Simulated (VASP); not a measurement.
Here is a VASP 6.6.1 calculation.

The input INCAR:

```
PREC = Accurate
ENCUT = 600
EDIFF = 1E-6
ISMEAR = 0
SIGMA = 0.1
LREAL = F
LASPH = T
NELM = 120
ALGO = Normal
ISIF = 2
LWAVE = F
LCHARG = T
GGA = PE
IVDW = 12
LELF = T
LVHAR = T
NBANDS = 16
GGA_COMPAT = F
```

File KPOINTS:

```
Automatic mesh
0
Gamma
  12 12 12
```

The input POSCAR:

```
Mg2Sn
1.0
    0.0000000000      3.3562085673      3.3562085673
    3.3562085673      0.0000000000      3.3562085673
    3.3562085673      3.3562085673      0.0000000000
Sn Mg
1 2
Direct
    0.0000000000      0.0000000000      0.0000000000
    0.2500000000      0.2500000000      0.2500000000
    0.7500000000      0.7500000000      0.7500000000
```

Potentials or basis: VASP PAW PBE potentials, release 64 (Sn_d, Mg).

The run is started by

```bash
$ cat potpaw_PBE.64/Sn_d/POTCAR potpaw_PBE.64/Mg/POTCAR > POTCAR
$ mpirun -np 1 vasp_std > vasp.out
```

(1) Predict the dispersion energy per atom.

(2) What does it give for the pressure?

Answers

(1) -0.302 eV.

(2) 0.0 GPa.
